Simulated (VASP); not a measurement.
# CdSe (P6_3mc) in VASP: settings compared, part 2 of 2

VASP 6.6.1.

### 3 Single point, PBE (volume changed by +6%)

Contents of INCAR:

```
SYSTEM = CdSe
PREC = Accurate
ENCUT = 520
EDIFF = 1E-6
ISMEAR = 0
SIGMA = 0.01
LREAL = .FALSE.
LASPH = .TRUE.
NELM = 80
ALGO = Normal
ISIF = 2
LWAVE = .FALSE.
LCHARG = .FALSE.
GGA = PE
NBANDS = 26
```

Contents of KPOINTS:

```
regular mesh
0
G
  6 6 4
  0 0 0
```

Contents of POSCAR:

```
CdSe
1.0
    4.4699885320      0.0000000000      0.0000000000
   -2.2349942660      3.8711236233      0.0000000000
    0.0000000000      0.0000000000      7.2959543476
Cd Se
2 2
Direct
    0.3333333333      0.6666666667     -0.0002790363
    0.6666666667      0.3333333333      0.4997209637
    0.3333333333      0.6666666667      0.3752790363
    0.6666666667      0.3333333333      0.8752790363
```

Potentials or basis: VASP PAW PBE potentials, release 64 (Cd, Se).

Command:

```
$ cat potpaw_PBE.64/Cd/POTCAR potpaw_PBE.64/Se/POTCAR > POTCAR
$ mpirun -np 1 vasp_std > vasp.out
```

OUTCAR:

```text
SYSTEM = CdSe
   PREC = Accurate
   ENCUT = 520
   EDIFF = 1E-6
   ISMEAR = 0
   LREAL = .FALSE.
   LASPH = .TRUE.
   NELM = 80
   ISIF = 2
   GGA = PE

 ion  position               nearest neighbor table
   1  0.333  0.667  1.000-   4 2.74   4 2.74   4 2.74   3 2.74
   2  0.667  0.333  0.500-   3 2.74   3 2.74   3 2.74   4 2.74
   3  0.333  0.667  0.375-   2 2.74   2 2.74   2 2.74   1 2.74
   4  0.667  0.333  0.875-   1 2.74   1 2.74   1 2.74   2 2.74

  LATTYP: Found a hexagonal cell.
 ALAT       =     4.4699885320
 C/A-ratio  =     1.6322087395

  Lattice vectors:

 A1 = (   4.4699885320,   0.0000000000,   0.0000000000)
 A2 = (  -2.2349942660,   3.8711236233,   0.0000000000)
 A3 = (   0.0000000000,   0.0000000000,   7.2959543476)

Analysis of symmetry for initial positions (statically):
=====================================================================
 Subroutine PRICEL returns:
 Original cell was already a primitive cell.

 Routine SETGRP: Setting up the symmetry group for a
 hexagonal supercell.

 Subroutine GETGRP returns: Found 12 space group operations
 (whereof  6 operations were pure point group operations)
 out of a pool of 24 trial point group operations.

The static configuration has the point symmetry C_3v.
 The point group associated with its full space group is C_6v.

Analysis of symmetry for dynamics (positions and initial velocities):
=====================================================================
 Subroutine PRICEL returns:
 Original cell was already a primitive cell.

 Routine SETGRP: Setting up the symmetry group for a
 hexagonal supercell.

 Subroutine GETGRP returns: Found 12 space group operations
 (whereof  6 operations were pure point group operations)
 out of a pool of 24 trial point group operations.

The dynamic configuration has the point symmetry C_3v.
 The point group associated with its full space group is C_6v.

 Subroutine INISYM returns: Found 12 space group operations
[... 116 lines left out ...]
     AMIX     =   0.40;   BMIX     =  1.00
     AMIX_MAG =   1.60;   BMIX_MAG =  1.00
  volume/ion in A,a.u.               =      31.56       212.99
  Fermi-wavevector in a.u.,A,eV,Ry     =   1.077541  2.036257 15.797652  1.161095
  Thomas-Fermi vector in A             =   2.213456
   LORBIT       =      0    0 simple, 1 ext, 2 COOP (PROOUT), +10 PAW based schemes
   GGA     = PE    functional components
   LHFCALC =     F    Hartree Fock is set to
   AEXX    =    0.0000 exact exchange contribution
   IVDW    =     0    specifies the selected vdW correction
   LEPSILON=     F    determine dielectric tensor
   LRPA    =     F    only Hartree local field effects (RPA)
 non-spin polarized calculation
 Gauss-broadening in eV      SIGMA  =   0.01
  energy-cutoff  :      520.00
  volume of cell :      126.25
 maximum number of plane-waves:      3414
 NGX is ok and might be reduce to    36
   NGX = 17   NGY = 17   NGZ = 27

 number of electron      35.9999987 magnetization

 Free energy of the ion-electron system (eV)
  ---------------------------------------------------
  ext. energy  EPLUGINS =         0.00000000
  ---------------------------------------------------
  free energy    TOTEN  =       -10.94633533 eV

  energy without entropy =      -10.94633533  energy(sigma->0) =      -10.94633533

 E-fermi :   0.1744     XC(G=0):  -8.3660

 val. band max:        0.1031120300   @ k =   0.0000   0.0000   0.0000
 cond. band min:       0.5128228361   @ k =   0.0000   0.0000   0.0000
 fundamental gap:      0.4097108060
 Fermi energy:         0.1744275985

 k-point     1 :       0.0000    0.0000    0.0000
  band No.  band energies     occupation
      1     -11.9187      2.00000
      2     -11.6351      2.00000
      3      -7.5149      2.00000
      4      -7.5091      2.00000
      5      -7.5091      2.00000
      6      -7.4607      2.00000
[... 598 lines left out ...]
     25       8.4507      0.00000
     26       8.4507      0.00000

------------------------ aborting loop because EDIFF is reached ----------------------------------------

  FORCE on cell =-STRESS in cart. coord.  units (eV):
  Direction    XX          YY          ZZ          XY          YZ          ZX
  --------------------------------------------------------------------------------------
  -------------------------------------------------------------------------------------
  Total       -1.6549476     -1.6549476     -1.6501337      0.0000000      0.0000000      0.0000000
  in kB      -21.0024170    -21.0024170    -20.9413247      0.0000000      0.0000000      0.0000000
  external PRESSURE =     -20.9820529 kB  Pullay stress =       0.0000000 kB

 VOLUME and BASIS-vectors are now :
 -----------------------------------------------------------------------------
  energy-cutoff  :      520.00
  volume of cell :      126.25
      direct lattice vectors                 reciprocal lattice vectors
     4.469988532  0.000000000  0.000000000     0.223714220  0.129161465  0.000000000
    -2.234994266  3.871123623  0.000000000     0.000000000  0.258322931  0.000000000
     0.000000000  0.000000000  7.295954348     0.000000000  0.000000000  0.137062261

 POSITION                                       TOTAL-FORCE (eV/Angst)
 -----------------------------------------------------------------------------------
     -0.00000      2.58075      7.29392         0.000000     -0.000000     -0.007582
      2.23499      1.29037      3.64594        -0.000000      0.000000     -0.007582
     -0.00000      2.58075      2.73802        -0.000000     -0.000000      0.007582
      2.23499      1.29037      6.38600         0.000000      0.000000      0.007582
 -----------------------------------------------------------------------------------
    total drift:                               -0.000000     -0.000000     -0.000272

  FREE ENERGIE OF THE ION-ELECTRON SYSTEM (eV)
  ---------------------------------------------------
  free  energy   TOTEN  =       -10.9463353347 eV

  energy  without entropy=      -10.9463353347  energy(sigma->0) =      -10.94633533
```

OSZICAR:

```text
N       E                     dE             d eps       ncg     rms          rms(c)
DAV:   1     0.232788459369E+03    0.23279E+03   -0.16703E+04  1092   0.123E+03
DAV:   2     0.136443931104E+01   -0.23142E+03   -0.22452E+03  1186   0.301E+02
DAV:   3    -0.116202472012E+02   -0.12985E+02   -0.12891E+02  1274   0.702E+01
DAV:   4    -0.117456201347E+02   -0.12537E+00   -0.12518E+00  1220   0.648E+00
DAV:   5    -0.117463834489E+02   -0.76331E-03   -0.76328E-03  1248   0.501E-01    0.695E+00
DAV:   6    -0.109754635352E+02    0.77092E+00   -0.13314E+00  1172   0.102E+01    0.571E+00
DAV:   7    -0.109450613434E+02    0.30402E-01   -0.42226E-01  1164   0.324E+00    0.254E+00
DAV:   8    -0.109459099273E+02   -0.84858E-03   -0.32248E-02  1146   0.173E+00    0.339E-01
DAV:   9    -0.109459967242E+02   -0.86797E-04   -0.53071E-03  1212   0.743E-01    0.823E-02
DAV:  10    -0.109462622766E+02   -0.26555E-03   -0.71450E-04  1134   0.255E-01    0.690E-02
DAV:  11    -0.109463466893E+02   -0.84413E-04   -0.19820E-04  1136   0.754E-02    0.210E-02
DAV:  12    -0.109463338516E+02    0.12838E-04   -0.26854E-05  1176   0.428E-02    0.697E-03
DAV:  13    -0.109463351263E+02   -0.12747E-05   -0.93611E-06  1136   0.131E-02    0.712E-03
DAV:  14    -0.109463353347E+02   -0.20844E-06   -0.16958E-07   832   0.354E-03
   1 F= -.10946335E+02 E0= -.10946335E+02  d E =-.640106E-26
```

stdout:

```text
POSCAR found type information on POSCAR CdSe
 POSCAR found :  2 types and       4 ions
 scaLAPACK will be used
 LDA part: xc-table for (Slater+PW92), standard interpolation
 POSCAR, INCAR and KPOINTS ok, starting setup
 FFT: planning ... GRIDC
 FFT: planning ... GRID_SOFT
 FFT: planning ... GRID
 WAVECAR not read
 entering main loop
```

It took 51 s on 1 thread of Intel Xeon Platinum 8559C (Emerald Rapids), shared host; peak memory 0.28 GiB.

What came out:

```
Free energy            : -10.9463 eV
Pressure               : -2.1 GPa
Largest force          : 0.008 eV/Å
Band gap on the k mesh : 0.41 eV, direct
```

Forces in eV/Å, atoms in the order of the input:
```
Cd   0.000  0.000 -0.008
Cd   0.000  0.000 -0.008
Se   0.000  0.000  0.008
Se   0.000  0.000  0.008
```

### 4 Single point, r2SCAN (volume changed by -6%)

Contents of POSCAR:

```
CdSe
1.0
    4.2521126048      0.0000000000      0.0000000000
   -2.1260563024      3.6824375355      0.0000000000
    0.0000000000      0.0000000000      6.9321840981
Cd Se
2 2
Direct
    0.3333333333      0.6666666667     -0.0004760038
    0.6666666667      0.3333333333      0.4995239962
    0.3333333333      0.6666666667      0.3754760038
    0.6666666667      0.3333333333      0.8754760038
```

Contents of INCAR.step1:

```
SYSTEM = CdSe
ALGO = Normal
EDIFF = 1E-4
ENCUT = 520
GGA = PE
ISMEAR = 0
LASPH = .True.
LCHARG = .False.
LREAL = .False.
LWAVE = .True.
NBANDS = 26
NELM = 80
PREC = Accurate
SIGMA = 0.01
```

Contents of INCAR.step2:

```
SYSTEM = CdSe
ALGO = Normal
EDIFF = 1E-6
ENCUT = 520
ISIF = 2
ISMEAR = 0
ISTART = 1
LASPH = .True.
LCHARG = .False.
LMIXTAU = .True.
LREAL = .False.
LWAVE = .False.
METAGGA = R2SCAN
NBANDS = 26
NELM = 80
PREC = Accurate
SIGMA = 0.01
```

Contents of KPOINTS:

```
k-points
0
Gamma
  6 6 4
  0 0 0
```

Command:

```
$ cat potpaw_PBE.64/Cd/POTCAR potpaw_PBE.64/Se/POTCAR > POTCAR
$ cp INCAR.step1 INCAR
$ mpirun -np 1 vasp_std > vasp.out
$ cp INCAR.step2 INCAR
$ mpirun -np 1 vasp_std > vasp.out
```

Wall time 2.5 min (1 thread of Intel Xeon Platinum 8559C (Emerald Rapids), shared host); peak memory 0.26 GiB.

The run converged. Its results:

* Free energy: -71.7425 eV
* Pressure: 4.0 GPa
* Largest force: 0.007 eV/Å
* Band gap on the k mesh: 1.24 eV, direct

Forces in eV/Å, atoms in the order of the input:
```
Cd   0.000  0.000  0.007
Cd   0.000  0.000  0.007
Se   0.000  0.000 -0.007
Se   0.000  0.000 -0.007
```

Levels at points of the mesh, in eV from the valence-band top:
| k point | band 14 | band 15 | band 16 | band 17 | band 18 | band 19 | band 20 | band 21 | band 22 | band 23 |
| --- | --- | --- | --- | --- | --- | --- | --- | --- | --- | --- |
| (0.00, 0.00, 0.00) | -0.83 | -0.83 | -0.05 | 0.00 | 0.00 | 1.24 | 2.71 | 6.38 | 6.38 | 6.69 |
| (0.50, 0.00, 0.00) | -3.80 | -2.86 | -2.02 | -1.44 | -0.82 | 3.70 | 3.76 | 5.07 | 6.79 | 6.94 |
| (0.00, 0.00, 0.50) | -2.73 | -0.43 | -0.43 | -0.43 | -0.43 | 2.91 | 2.91 | 6.37 | 6.37 | 6.78 |
| (0.50, 0.00, 0.50) | -4.43 | -1.47 | -1.47 | -1.47 | -1.47 | 3.36 | 3.36 | 5.28 | 5.28 | 8.33 |

Caveat: the PAW data sets were made with another functional, which shifts forces and pressure a little.

### 5 The runs side by side

```tsv
level	cell	gap on the mesh (eV)	pressure (GPa)	largest force (eV/Å)
PBE	a = 4.427, b = 4.427, c = 7.226 Å, angles 90.0, 90.0, 120.0°, 4 atoms	0.47	-1.0	0.01
PBE	a = 4.470, b = 4.470, c = 7.296 Å, angles 90.0, 90.0, 120.0°, 4 atoms	0.41	-2.1	0.01
r2SCAN	a = 4.252, b = 4.252, c = 6.932 Å, angles 90.0, 90.0, 120.0°, 4 atoms	1.24	4.0	0.01
```

Alike in all rows: task single point; potentials or basis VASP PAW PBE potentials, release 64 (Cd, Se); no spin polarisation; k mesh 6 × 6 × 4; cutoff (eV) 520; smearing gaussian 0.01 eV.

Caveats: the PAW data sets were made with another functional, which shifts forces and pressure a little (some runs).

Total energies depend on the potentials used, so only differences within one code and one set of settings carry meaning.
